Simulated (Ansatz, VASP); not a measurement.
## LaNbO: VASP beside Ansatz

```
La Nb O
1.0
     3.60472    0.00000    0.00000
     0.00000    3.60472    0.00000
     0.00000    0.00000    8.42532
La Nb O
2 2 2
Direct
  0.50000 0.00000 0.83628
  0.00000 0.50000 0.16372
  0.00000 0.50000 0.56740
  0.50000 0.00000 0.43260
  0.00000 0.50000 0.83847
  0.50000 0.00000 0.16153
```

Alike in both runs: functional PBE; k mesh 8 × 8 × 4; occupations gaussian, width 0.1 eV; no spin polarisation.

Ansatz relaxed the structure, and its values are those at the end. VASP's run is a single point on that final structure, the one shown.

|  | VASP | Ansatz |
| --- | --- | --- |
| version | VASP 6.6.1 | Ansatz 0.2.0 |
| potentials or method | VASP PAW PBE potentials, release 64 (La, Nb_sv, O), cutoff 520 eV | scalar-relativistic, plane waves, PAW |
| valence electrons in the cell | 60 | 60 |

|  | VASP | Ansatz | Ansatz less VASP |
| --- | --- | --- | --- |
| gap on the k mesh at the Fermi level (eV) | none | none | - |
| pressure (GPa) | -0.2 | 0.0 | +0.26 |
| rms of the force components (eV/Å) | 0.005 | 0.001 | -0.0045 |

A gap of «none» marks a metal or a gap that the smearing closes.

Spin-orbit coupling is off throughout.
